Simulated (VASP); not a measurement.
# AlN (Amm2) in VASP: a series of runs

Runs on AlN. Level: PBEsol. Tasks: single point.

All numbers are computed with VASP 6.6.1; they aren't measurements. Logs are shortened: lines on timing, memory, paths and dates and some standing lists are left out, and cuts for length are marked.

## 1. The cell of the first run

Symmetry: Amm2, No. 38, orthorhombic system. The conventional cell has a = 4.188 Å, b = 3.312 Å, c = 5.737 Å, α = 90.00°, β = 90.00°, γ = 90.00°. Al (site symmetry mm2) has 5 N at 1.86 to 2.10 Å within 2.5 Å. Within 2.4 Å of Al (site symmetry mm2) lie 5 N at 1.81 to 2.10 Å. N (site symmetry mm2) has 5 Al at 1.81 to 2.10 Å within 2.4 Å. Within 2.5 Å of N (site symmetry mm2) lie 5 Al at 1.86 to 2.10 Å.

## 2. Single point, PBEsol

INCAR

```
PREC     = Accurate       # precision mode
ENCUT    = 520            # plane-wave cutoff, eV
EDIFF    = 1E-6           # SCF threshold, eV
ISMEAR   = 0              # smearing method
SIGMA    = 0.05           # smearing width, eV
LREAL    = False          # projectors in reciprocal space
LASPH    = True           # aspherical terms in the spheres
NELM     = 60             # most SCF steps
ALGO     = Normal         # electronic algorithm
ISIF     = 2              # what is computed and relaxed
LWAVE    = False          # write WAVECAR
LCHARG   = True           # write CHGCAR
GGA      = PS             # functional
LELF     = True           # ELF
LVHAR    = True         
NBANDS   = 16             # bands
```

KPOINTS

```
regular mesh
0
Gamma
  12 12 6
```

POSCAR

```
AlN
1.0
    3.3121157418      0.0000000000      0.0000000000
   -1.6560578709      2.8683763727      0.0000000000
    0.0000000000      0.0000000000      4.1875630000
Al N
2 2
Direct
    0.3681962617      0.6840981308      0.7500000000
    0.7015295950      0.3507647975      0.2500000000
    0.3333333333      0.6666666667      0.2500000000
    0.6666666667      0.3333333333      0.7500000000
```

Potentials or basis: VASP PAW PBE potentials, release 64 (Al, N).

Started as:

```
cat potpaw_PBE.64/Al/POTCAR potpaw_PBE.64/N/POTCAR > POTCAR
mpirun -np 1 vasp_std > vasp.out
```

OUTCAR:

```text
PREC = Accurate
   ENCUT = 520
   EDIFF = 1E-6
   ISMEAR = 0
   LREAL = False
   LASPH = True
   NELM = 60
   ISIF = 2
   GGA = PS

 ion  position               nearest neighbor table
   1  0.368  0.684  0.750-   4 1.86   4 1.86   4 2.01   3 2.10   3 2.10   2 2.84   2 2.84   2 2.84
                             2 2.84   2 2.84   2 2.84
   2  0.702  0.351  0.250-   3 1.81   3 1.96   3 1.96   4 2.10   4 2.10   1 2.84   1 2.84   1 2.84
                             1 2.84   1 2.84   1 2.84
   3  0.333  0.667  0.250-   2 1.81   2 1.96   2 1.96   1 2.10   1 2.10
   4  0.667  0.333  0.750-   1 1.86   1 1.86   1 2.01   2 2.10   2 2.10

  LATTYP: Found a hexagonal cell.
 ALAT       =     3.3121157418
 C/A-ratio  =     1.2643166261

  Lattice vectors:

 A1 = (   3.3121157418,   0.0000000000,   0.0000000000)
 A2 = (  -1.6560578709,   2.8683763727,   0.0000000000)
 A3 = (   0.0000000000,   0.0000000000,   4.1875630000)

Analysis of symmetry for initial positions (statically):
=====================================================================
 Subroutine PRICEL returns:
 Original cell was already a primitive cell.

 Routine SETGRP: Setting up the symmetry group for a
 hexagonal supercell.

 Subroutine GETGRP returns: Found  4 space group operations
 (whereof  2 operations were pure point group operations)
 out of a pool of 24 trial point group operations.

The static configuration has the point symmetry C_1h.
 The point group associated with its full space group is C_2v.

Analysis of symmetry for dynamics (positions and initial velocities):
=====================================================================
 Subroutine PRICEL returns:
 Original cell was already a primitive cell.

 Routine SETGRP: Setting up the symmetry group for a
 hexagonal supercell.

 Subroutine GETGRP returns: Found  4 space group operations
 (whereof  2 operations were pure point group operations)
 out of a pool of 24 trial point group operations.

The dynamic configuration has the point symmetry C_1h.
 The point group associated with its full space group is C_2v.

 Subroutine INISYM returns: Found  4 space group operations
 (whereof  2 operations are pure point group operations),
 and found     1 'primitive' translations

----------------------------------------------------------------------------------------

                                     Primitive cell

[... 95 lines left out ...]
   LREAL  =      F    real-space projection
   EDIFFG = 0.1E-04   stopping-criterion for IOM
   NSW    =      0    number of steps for IOM
   IBRION =     -1    ionic relax: 0-MD 1-quasi-New 2-CG
   NFREE  =      0    steps in history (QN), initial steepest desc. (CG)
   ISIF   =      2    stress and relaxation
   ISYM   =      2    0-nonsym 1-usesym 2-fastsym
   POTIM  = 0.5000    time-step for ionic-motion
   TEBEG  =    0.0;   TEEND  =   0.0 temperature during run
   PSTRESS=    0.0 pullay stress
   NELECT =      16.0000    total number of electrons
   NUPDOWN=      -1.0000    fix difference up-down
   EMIN   =  10.00;   EMAX   =-10.00  energy-range for DOS
   EFERMI =   0.00;   METHOD = LEGACY
   ISMEAR =     0;   SIGMA  =   0.05  broadening in eV -4-tet -1-fermi 0-gaus
   EFERMI_NEDOS =   21; number of points for ismear=-14 and -15
   IALGO  =     38    algorithm
   IMIX   =      4    mixing-type and parameters
     AMIX     =   0.40;   BMIX     =  1.00
     AMIX_MAG =   1.60;   BMIX_MAG =  1.00
  volume/ion in A,a.u.               =       9.95        67.12
  Fermi-wavevector in a.u.,A,eV,Ry     =   1.208409  2.283561 19.867927  1.460251
  Thomas-Fermi vector in A             =   2.344017
   LORBIT       =      0    0 simple, 1 ext, 2 COOP (PROOUT), +10 PAW based schemes
   GGA     = PS    functional components
   LHFCALC =     F    Hartree Fock is set to
   AEXX    =    0.0000 exact exchange contribution
   IVDW    =     0    specifies the selected vdW correction
   LEPSILON=     F    determine dielectric tensor
   LRPA    =     F    only Hartree local field effects (RPA)
 non-spin polarized calculation
 Gauss-broadening in eV      SIGMA  =   0.05
  energy-cutoff  :      520.00
  volume of cell :       39.78
 maximum number of plane-waves:      1090
 NGX is ok and might be reduce to    28
   NGX = 13   NGY = 13   NGZ = 15

 number of electron      15.9999999 magnetization

 Free energy of the ion-electron system (eV)
  ---------------------------------------------------
  ext. energy  EPLUGINS =         0.00000000
  ---------------------------------------------------
  free energy    TOTEN  =       -30.78599328 eV

  energy without entropy =      -30.78599328  energy(sigma->0) =      -30.78599328

 E-fermi :   8.1153     XC(G=0): -11.3516

 val. band max:        7.8479892754   @ k =   0.0000   0.0000   0.0000
 cond. band min:      11.0154178266   @ k =   0.0000   0.0000   0.0000
 fundamental gap:      3.1674285512
 Fermi energy:         8.1153251973

 k-point     1 :       0.0000    0.0000    0.0000
  band No.  band energies     occupation
      1      -8.9101      2.00000
      2      -5.2475      2.00000
      3       0.9385      2.00000
      4       4.5419      2.00000
      5       4.5615      2.00000
      6       6.2562      2.00000
[... 433 lines left out ...]
      3       1.6828      2.00000
      4       2.5648      2.00000
      5       3.2228      2.00000
      6       4.0116      2.00000
[... 8 lines left out ...]
     15      19.9424      0.00000
     16      20.6954      0.00000

 [... further k-points ...]

------------------------ aborting loop because EDIFF is reached ----------------------------------------

  FORCE on cell =-STRESS in cart. coord.  units (eV):
  Direction    XX          YY          ZZ          XY          YZ          ZX
  --------------------------------------------------------------------------------------
  -------------------------------------------------------------------------------------
  Total       -0.0944213     -0.3538667     -1.0991023      0.2246863     -0.0000000      0.0000000
  in kB       -3.8025717    -14.2510630    -44.2634947      9.0486589     -0.0000000      0.0000000
  external PRESSURE =     -20.7723765 kB  Pullay stress =       0.0000000 kB

 VOLUME and BASIS-vectors are now :
 -----------------------------------------------------------------------------
  energy-cutoff  :      520.00
  volume of cell :       39.78
      direct lattice vectors                 reciprocal lattice vectors
     3.312115742  0.000000000  0.000000000     0.301921816  0.174314642  0.000000000
    -1.656057871  2.868376373  0.000000000     0.000000000  0.348629284  0.000000000
     0.000000000  0.000000000  4.187563000     0.000000000  0.000000000  0.238802377

 POSITION                                       TOTAL-FORCE (eV/Angst)
 -----------------------------------------------------------------------------------
      0.08660      1.96225      3.14067        -1.111378     -0.641654      0.000000
      1.74266      1.00613      1.04689        -1.548514     -0.894035      0.000000
     -0.00000      1.91225      1.04689         1.562554      0.902141      0.000000
      1.65606      0.95613      3.14067         1.097338      0.633549      0.000000
 -----------------------------------------------------------------------------------
    total drift:                               -0.000255     -0.000147     -0.000000

  FREE ENERGIE OF THE ION-ELECTRON SYSTEM (eV)
  ---------------------------------------------------
  free  energy   TOTEN  =       -30.7859932786 eV

  energy  without entropy=      -30.7859932786  energy(sigma->0) =      -30.78599328
```

OSZICAR:

```text
N       E                     dE             d eps       ncg     rms          rms(c)
DAV:   1     0.400199211290E+02    0.40020E+02   -0.72910E+03  5504   0.898E+02
DAV:   2    -0.316863240345E+02   -0.71706E+02   -0.65287E+02  8056   0.188E+02
DAV:   3    -0.350322618445E+02   -0.33459E+01   -0.33334E+01  6656   0.414E+01
DAV:   4    -0.350522924131E+02   -0.20031E-01   -0.20028E-01  6824   0.361E+00
DAV:   5    -0.350525552615E+02   -0.26285E-03   -0.26285E-03  6544   0.417E-01    0.113E+01
DAV:   6    -0.308607301833E+02    0.41918E+01   -0.82465E+00  7040   0.215E+01    0.396E+00
DAV:   7    -0.308286517573E+02    0.32078E-01   -0.65193E-01  6104   0.559E+00    0.281E+00
DAV:   8    -0.307932048583E+02    0.35447E-01   -0.97937E-02  5872   0.255E+00    0.822E-01
DAV:   9    -0.307857148385E+02    0.74900E-02   -0.17881E-02  7304   0.104E+00    0.270E-01
DAV:  10    -0.307860699999E+02   -0.35516E-03   -0.19258E-03  6176   0.303E-01    0.148E-01
DAV:  11    -0.307859928878E+02    0.77112E-04   -0.12405E-04  6816   0.876E-02    0.305E-02
DAV:  12    -0.307859932786E+02   -0.39083E-06   -0.59012E-06  6512   0.194E-02
   1 F= -.30785993E+02 E0= -.30785993E+02  d E =-.125468E-16
```

stdout:

```text
POSCAR found type information on POSCAR AlN
 POSCAR found :  2 types and       4 ions
 scaLAPACK will be used
 -----------------------------------------------------------------------------
|                                                                             |
|                                                                             |
|     You enforced a specific xc type in the INCAR file but a different       |
|     I HOPE YOU KNOW WHAT YOU ARE DOING!                                     |
|                                                                             |
 -----------------------------------------------------------------------------

 LDA part: xc-table for (Slater+PW92), standard interpolation
 POSCAR, INCAR and KPOINTS ok, starting setup
 FFT: planning ... GRIDC
 FFT: planning ... GRID_SOFT
 FFT: planning ... GRID
 WAVECAR not read
 entering main loop
```

It took 44 s on 1 thread of AMD EPYC 9R45 (Zen 5), shared host; peak memory 0.19 GiB.

What came out:

| Quantity | Value |
| --- | --- |
| Free energy | -30.7860 eV |
| Pressure | -2.1 GPa |
| Largest force | 1.804 eV/Å |
| Band gap on the k mesh | 3.17 eV |

Forces in eV/Å, atoms in the order of the input:
```
Al  -1.111 -0.642  0.000
Al  -1.549 -0.894  0.000
N    1.563  0.902  0.000
N    1.097  0.634  0.000
```

Stress tensor (GPa, compression positive):
```
-0.38  0.90  0.00
 0.90 -1.43  0.00
 0.00  0.00 -4.43
```

Caveat: the cell differs from its parent crystal (all Al atoms moved -0.100 Å, as atom 1 towards its neighbour atom 4 (N) at 1.912 Å); the PAW data sets were made with another functional, which shifts forces and pressure a little.

(Continued in part 2 of 2.)
